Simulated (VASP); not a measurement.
A run of VASP 6.6.1 is set up as follows.

The input INCAR:

```
SYSTEM = Ti4C
PREC = Accurate
ENCUT = 520
EDIFF = 1E-6
ISMEAR = 0
SIGMA = 0.1
LREAL = .False.
LASPH = .True.
NELM = 80
ALGO = Normal
ISIF = 2
LWAVE = .False.
LCHARG = .False.
LDIPOL = .True.
IDIPOL = 3
DIPOL = 0.5 0.5 0.351
GGA = PE
NBANDS = 34
```

The input KPOINTS:

```
Automatic mesh
0
Gamma
  8 8 1
  0 0 0
```

The input POSCAR:

```
Ti4C
1.0
    3.2555055347      0.0000000000      0.0000000000
    0.0000000000      3.2555055347      0.0000000000
    0.0000000000      0.0000000000     20.1798089631
Ti C
4 1
Direct
    0.5000000000      0.5000000000      0.1982179320
    0.0000000000      0.0000000000      0.2788803788
    0.5000000000      0.5000000000      0.3551905195
    0.0000000000      0.0000000000      0.4301234456
    0.2500000000      0.2500000000      0.4931173943
```

Potentials or basis: VASP PAW PBE potentials, release 64 (Ti_sv, C).

The run is started by

```bash
$ cat potpaw_PBE.64/Ti_sv/POTCAR potpaw_PBE.64/C/POTCAR > POTCAR
$ mpirun -np 1 vasp_std > vasp.out
```

Predict the largest force.

3.778 eV/Å.

Predict the band gap on the k mesh.

zero (bands 26 and 27 overlap by 0.56 eV).

Forces on the atoms (eV/Å):
```
Ti  -0.082 -0.082  0.547
Ti   0.112  0.112 -0.573
Ti   0.063  0.063 -0.550
Ti  -2.647 -2.647  0.508
C    2.554  2.554  0.068
```
